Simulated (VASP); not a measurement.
Wanted: the native input for a VASP 6.6.1 run.

```
Task                   : single point
Functional             : PBE
Potentials or basis    : VASP PAW PBE potentials, release 64 (Li_sv, Sb)
Cutoff                 : 520 eV
k mesh                 : 9 × 9 × 8
Occupations            : gaussian, width 0.1 eV
Spin                   : no spin polarisation
Dipole correction      : no
Further INCAR settings : ALGO = Fast; EDIFF = 1e-06; NBANDS = 23
```

The structure of Li7Sb lies in POSCAR:

```
Li7Sb
1.0
    6.0465859807      0.0000000030      0.0000000000
   -3.0232929929      5.2364970640      0.0000000000
    0.0000000000      0.0000000000      4.7461426384
Li Sb
7 1
Direct
    1.0052302059      0.5026151029      0.0000000000
    0.4973848971     -0.0052302059      0.0000000000
    0.4973848971      0.5026151029      0.0000000000
    0.1594554175      0.8405445825      0.5000000000
    0.1594554175      0.3189108350      0.5000000000
    0.6810891650      0.8405445825      0.5000000000
    0.6666666667      0.3333333333      0.5000000000
    0.0000000000      0.0000000000      0.0000000000
```

The cell was generated, and may not be a known phase.

One way to write it, as run:

INCAR

```
PREC     = Accurate       # precision mode
ENCUT    = 520            # plane-wave cutoff, eV
EDIFF    = 1E-6           # SCF threshold, eV
ISMEAR   = 0              # smearing method
SIGMA    = 0.1            # smearing width, eV
LREAL    = False          # projectors in reciprocal space
LASPH    = True           # aspherical terms in the spheres
NELM     = 60             # most SCF steps
ALGO     = Fast           # electronic algorithm
ISIF     = 2              # what is computed and relaxed
LWAVE    = False          # write WAVECAR
LCHARG   = False          # write CHGCAR
GGA      = PE             # functional
NBANDS   = 23             # bands
```

KPOINTS

```
Automatic mesh
0
Gamma
  9 9 8
```

Potentials or basis: VASP PAW PBE potentials, release 64 (Li_sv, Sb).

The run is started by

```sh
$ cat potpaw_PBE.64/Li_sv/POTCAR potpaw_PBE.64/Sb/POTCAR > POTCAR
$ mpirun -np 1 vasp_std > vasp.out
```

It gave:

- Band gap on the k mesh: zero (bands 13 and 14 overlap by 0.94 eV)

Caveat: spin-orbit coupling is left out, which moves the levels of the heavy elements.

It took 2.3 min on 1 thread of Intel(R) Xeon(R) 6975P-C (Granite Rapids), with other jobs on the host, peak memory 0.37 GiB.
